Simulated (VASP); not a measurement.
# C (P6_3/mmc) in VASP: single point with PBEsol

Aim: the single point of C with PBEsol.

All numbers are computed with VASP 6.6.1; they aren't measurements. Logs are shortened: lines on timing, memory, paths and dates and some standing lists are left out, and cuts for length are marked.

## (1) The cell of the first run

It takes space group P6_3/mmc (No. 194, hexagonal). Conventional cell: a = 2.500 Å, b = 2.500 Å, c = 4.119 Å, α = 90.00°, β = 90.00°, γ = 120.00°. C (site symmetry 3m) has 4 C at 1.53 to 1.54 Å within 2.0 Å.

## (2) Single point, PBEsol (strained cell)

File INCAR:

```
PREC = Accurate
ENCUT = 1300
EDIFF = 1E-6
ISMEAR = 0
SIGMA = 0.02
LREAL = False
LASPH = True
NELM = 120
ALGO = Normal
ISIF = 2
LWAVE = False
LCHARG = False
GGA = PS
NBANDS = 16
GGA_COMPAT = False
```

File KPOINTS:

```
Automatic mesh
0
Gamma
  9 9 6
```

File POSCAR:

```
C
1.0
    2.4995760125      0.0000000000      0.0000000000
   -1.2497880062      2.1646963256      0.0000000000
    0.0000000000      0.0000000000      4.1189829179
C
4
Direct
    0.3333333333      0.6666666667     -0.0002589786
    0.6666666667      0.3333333333      0.4997410214
    0.3333333333      0.6666666667      0.3742589786
    0.6666666667      0.3333333333      0.8742589786
```

Potentials or basis: VASP PAW PBE potentials, release 64 (C_h).

Command:

```sh
$ cat potpaw_PBE.64/C_h/POTCAR > POTCAR
$ mpirun -np 1 vasp_std > vasp.out
```

OUTCAR:

```text
PREC = Accurate
   ENCUT = 1300
   EDIFF = 1E-6
   ISMEAR = 0
   LREAL = False
   LASPH = True
   NELM = 120
   ISIF = 2
   GGA = PS

 ion  position               nearest neighbor table
   1  0.333  0.667  1.000-
   2  0.667  0.333  0.500-
   3  0.333  0.667  0.374-
   4  0.667  0.333  0.874-

  LATTYP: Found a hexagonal cell.
 ALAT       =     2.4995760125
 C/A-ratio  =     1.6478726381

  Lattice vectors:

 A1 = (   2.4995760125,   0.0000000000,   0.0000000000)
 A2 = (  -1.2497880062,   2.1646963256,   0.0000000000)
 A3 = (   0.0000000000,   0.0000000000,   4.1189829179)

Analysis of symmetry for initial positions (statically):
=====================================================================
 Subroutine PRICEL returns:
 Original cell was already a primitive cell.

 Routine SETGRP: Setting up the symmetry group for a
 hexagonal supercell.

 Subroutine GETGRP returns: Found 24 space group operations
 (whereof  6 operations were pure point group operations)
 out of a pool of 24 trial point group operations.

The static configuration has the point symmetry C_3v.
 The point group associated with its full space group is D_6h.

Analysis of symmetry for dynamics (positions and initial velocities):
=====================================================================
 Subroutine PRICEL returns:
 Original cell was already a primitive cell.

 Routine SETGRP: Setting up the symmetry group for a
 hexagonal supercell.

 Subroutine GETGRP returns: Found 24 space group operations
 (whereof  6 operations were pure point group operations)
 out of a pool of 24 trial point group operations.

The dynamic configuration has the point symmetry C_3v.
 The point group associated with its full space group is D_6h.

 Subroutine INISYM returns: Found 24 space group operations
 (whereof  6 operations are pure point group operations),
 and found     1 'primitive' translations

----------------------------------------------------------------------------------------

                                     Primitive cell

  volume of cell :      22.2871

  direct lattice vectors                    reciprocal lattice vectors
     2.499576012  0.000000000  0.000000000     0.400067850  0.230979281  0.000000000
    -1.249788006  2.164696326  0.000000000     0.000000000  0.461958561  0.000000000
     0.000000000  0.000000000  4.118982918     0.000000000  0.000000000  0.242778380

  length of vectors
[... 87 lines left out ...]
   LREAL  =      F    real-space projection
   EDIFFG = 0.1E-04   stopping-criterion for IOM
   NSW    =      0    number of steps for IOM
   IBRION =     -1    ionic relax: 0-MD 1-quasi-New 2-CG
   NFREE  =      0    steps in history (QN), initial steepest desc. (CG)
   ISIF   =      2    stress and relaxation
   ISYM   =      2    0-nonsym 1-usesym 2-fastsym
   POTIM  = 0.5000    time-step for ionic-motion
   TEBEG  =    0.0;   TEEND  =   0.0 temperature during run
   PSTRESS=    0.0 pullay stress
   NELECT =      16.0000    total number of electrons
   NUPDOWN=      -1.0000    fix difference up-down
   EMIN   =  10.00;   EMAX   =-10.00  energy-range for DOS
   EFERMI =   0.00;   METHOD = LEGACY
   ISMEAR =     0;   SIGMA  =   0.02  broadening in eV -4-tet -1-fermi 0-gaus
   EFERMI_NEDOS =   21; number of points for ismear=-14 and -15
   IALGO  =     38    algorithm
   IMIX   =      4    mixing-type and parameters
     AMIX     =   0.40;   BMIX     =  1.00
     AMIX_MAG =   1.60;   BMIX_MAG =  1.00
  volume/ion in A,a.u.               =       5.57        37.60
  Fermi-wavevector in a.u.,A,eV,Ry     =   1.465875  2.770103 29.236072  2.148791
  Thomas-Fermi vector in A             =   2.581680
   LORBIT       =      0    0 simple, 1 ext, 2 COOP (PROOUT), +10 PAW based schemes
   GGA     = PS    functional components
   LHFCALC =     F    Hartree Fock is set to
   AEXX    =    0.0000 exact exchange contribution
   IVDW    =     0    specifies the selected vdW correction
   LEPSILON=     F    determine dielectric tensor
   LRPA    =     F    only Hartree local field effects (RPA)
 non-spin polarized calculation
 Gauss-broadening in eV      SIGMA  =   0.02
  energy-cutoff  :     1300.00
  volume of cell :       22.29
 maximum number of plane-waves:      2400
 NGX is ok and might be reduce to    30
   NGX = 15   NGY = 15   NGZ = 25

 number of electron      16.0000000 magnetization

 Free energy of the ion-electron system (eV)
  ---------------------------------------------------
  ext. energy  EPLUGINS =         0.00000000
  ---------------------------------------------------
  free energy    TOTEN  =       -38.44847101 eV

  energy without entropy =      -38.44847101  energy(sigma->0) =      -38.44847101

 E-fermi :  11.6907     XC(G=0): -13.6560

 val. band max:       11.5117543269   @ k =   0.0000   0.0000   0.0000
 cond. band min:      14.5446436531   @ k =   0.3333   0.3333   0.0000
 fundamental gap:      3.0328893262
 Fermi energy:        11.6907182928

 k-point     1 :       0.0000    0.0000    0.0000
  band No.  band energies     occupation
      1     -10.5824      2.00000
      2      -4.7075      2.00000
      3      -2.5035      2.00000
      4       8.2474      2.00000
      5       8.2474      2.00000
      6      11.0020      2.00000
[... 433 lines left out ...]
      3       0.2403      2.00000
      4       0.9007      2.00000
      5       0.9007      2.00000
      6       3.9031      2.00000
[... 8 lines left out ...]
     15      27.1605      0.00000
     16      27.1605      0.00000

 [... further k-points ...]

------------------------ aborting loop because EDIFF is reached ----------------------------------------

  FORCE on cell =-STRESS in cart. coord.  units (eV):
  Direction    XX          YY          ZZ          XY          YZ          ZX
  --------------------------------------------------------------------------------------
  -------------------------------------------------------------------------------------
  Total       -0.0084871     -0.0084871      1.9523770     -0.0000000      0.0000000     -0.0000000
  in kB       -0.6101241     -0.6101241    140.3527576     -0.0000000      0.0000000     -0.0000000
  external PRESSURE =      46.3775031 kB  Pullay stress =       0.0000000 kB

 VOLUME and BASIS-vectors are now :
 -----------------------------------------------------------------------------
  energy-cutoff  :     1300.00
  volume of cell :       22.29
      direct lattice vectors                 reciprocal lattice vectors
     2.499576012  0.000000000  0.000000000     0.400067850  0.230979281  0.000000000
    -1.249788006  2.164696326  0.000000000     0.000000000  0.461958561  0.000000000
     0.000000000  0.000000000  4.118982918     0.000000000  0.000000000  0.242778380

 POSITION                                       TOTAL-FORCE (eV/Angst)
 -----------------------------------------------------------------------------------
     -0.00000      1.44313      4.11792        -0.000000     -0.000000     -0.001417
      1.24979      0.72157      2.05842         0.000000      0.000000     -0.001417
     -0.00000      1.44313      1.54157        -0.000000      0.000000      0.001417
      1.24979      0.72157      3.60106         0.000000     -0.000000      0.001417
 -----------------------------------------------------------------------------------
    total drift:                               -0.000000      0.000000      0.000002

  FREE ENERGIE OF THE ION-ELECTRON SYSTEM (eV)
  ---------------------------------------------------
  free  energy   TOTEN  =       -38.4484710079 eV

  energy  without entropy=      -38.4484710079  energy(sigma->0) =      -38.44847101
```

stdout:

```text
POSCAR found type information on POSCAR C
 POSCAR found :  1 types and       4 ions
 scaLAPACK will be used
 -----------------------------------------------------------------------------
|                                                                             |
|                                                                             |
|     You enforced a specific xc type in the INCAR file but a different       |
|     I HOPE YOU KNOW WHAT YOU ARE DOING!                                     |
|                                                                             |
 -----------------------------------------------------------------------------

 LDA part: xc-table for (Slater+PW92), standard interpolation
 POSCAR, INCAR and KPOINTS ok, starting setup
 FFT: planning ... GRIDC
 FFT: planning ... GRID_SOFT
 FFT: planning ... GRID
 WAVECAR not read
 entering main loop
```

Run time: 26 s. Hardware: 1 thread of AMD EPYC 9R45 (Zen 5), shared host; peak memory 0.18 GiB.

What came out:

```yaml
Free_energy: -38.4485 eV
Pressure: 4.6 GPa
Band_gap_on_the_k_mesh: 3.03 eV (least direct gap 4.81 eV)
```

Stress tensor (GPa, compression positive):
```
-0.06  0.00  0.00
 0.00 -0.06  0.00
 0.00  0.00 14.04
```

Levels at points of the mesh, in eV from the valence-band top:
```
           k point  band 6  band 7  band 8  band 9  band 10  band 11
(0.00, 0.00, 0.00)   -0.51    0.00    0.00    4.81     4.81     5.61
(0.00, 0.00, 0.50)   -1.97   -1.97   -1.97    7.19     7.19     7.19
```

Caveat: the cell differs from its parent crystal (strained cell); the stress differs along the axes, from -0 to 14 GPa; the PAW data sets were made with another functional, which shifts forces and pressure a little.
